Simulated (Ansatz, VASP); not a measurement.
**One calculation of MgO, two programs**

```
CELL_PARAMETERS angstrom
2.93802 0.00000 0.00000
-1.46901 2.50623 0.00000
0.00000 0.00000 2.67968
ATOMIC_POSITIONS crystal
Mg 0.00000 0.00000 0.00000
O 0.33333 0.66667 0.50000
```

Change from the starting cell: strain -0.0150 x Voigt [0, 1, 0, 0, 0, 0], atoms carried along.

Alike in both runs: task single point; functional LDA; k mesh 9 × 9 × 8; occupations gaussian, width 0.05 eV; no spin polarisation.

```csv
,VASP,Ansatz
version,VASP 6.6.1,Ansatz 0.2.0
potentials or method,"VASP PAW LDA potentials, release 64 (Mg, O), cutoff 520 eV","scalar-relativistic, plane waves, PAW"
valence electrons in the cell,8,16
```

Ansatz gave:

| Item | Value |
| --- | --- |
| gap on the k mesh at the Fermi level (eV) | 3.08 |
| least direct gap on the mesh (eV) | 3.52 |
| pressure (GPa) | -7.6 |
| traceless stress, the component that is largest in VASP (GPa) | 3.35 |

Problem. Estimate VASP's values.

Solution. gap on the k mesh at the Fermi level (eV): 3.08; least direct gap on the mesh (eV): 3.52; pressure (GPa): -9.3; traceless stress, the component that is largest in VASP (GPa): 3.49.

LDA's correlation is that of Perdew and Zunger in VASP and of Perdew and Wang (1992) in Ansatz. VASP's potentials hold 8 valence electrons a cell and Ansatz's 16, so a difference there can come from the potentials and not from the codes.
